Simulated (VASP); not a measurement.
Here is a VASP 6.6.1 calculation.

File INCAR:

```
SYSTEM = Te2Mo
PREC = Accurate ; ENCUT = 520
EDIFF = 1E-7 ; ISMEAR = 1
SIGMA = 0.1 ; LREAL = .FALSE.
LASPH = .TRUE. ; NELM = 60
ALGO = Normal ; ISIF = 2
LWAVE = .FALSE. ; LCHARG = .TRUE.
GGA = CA ; LELF = .TRUE.
LVHAR = .TRUE. ; NBANDS = 35
```

Contents of KPOINTS:

```
regular mesh
0
G
  6 10 1
  0 0 0
```

POSCAR

```
Te2Mo
1.0
    6.3616090156      0.0000000000      0.0000000000
    0.0000000000      3.4804030600      0.0000000000
   -0.0857412231      0.0000000000     36.1758904685
Te Mo
4 2
Direct
    0.0791521300      0.7500000000      0.4434726800
    0.9208478700      0.2500000000      0.5565273200
    0.5707489000      0.2500000000      0.4592964200
    0.4292511000      0.7500000000      0.5407035800
    0.8186524400      0.7500000000      0.5025346300
    0.1813475600      0.2500000000      0.4974653700
```

Potentials or basis: VASP PAW LDA potentials, release 64 (Te, Mo_sv).

The run is started by

```bash
$ cat potpaw_LDA.64/Te/POTCAR potpaw_LDA.64/Mo_sv/POTCAR > POTCAR
$ mpirun -np 1 vasp_std > vasp.out
```

**Question.** Predict the largest force.

**Answer.** 0.430 eV/Å.

**Question.** Estimate the band gap on the k mesh.

**Answer.** Zero (band 26 reaches -2.27 eV, above the bottom of band 27 at -2.44 eV).

Forces in eV/Å, atoms in the order of the input:
```
Te  -0.006  0.000  0.430
Te   0.006  0.000 -0.430
Te  -0.021  0.000  0.354
Te   0.021  0.000 -0.354
Mo   0.110  0.000  0.087
Mo  -0.110  0.000 -0.087
```

Caveat: spin-orbit coupling is left out, which moves the levels of the heavy elements.
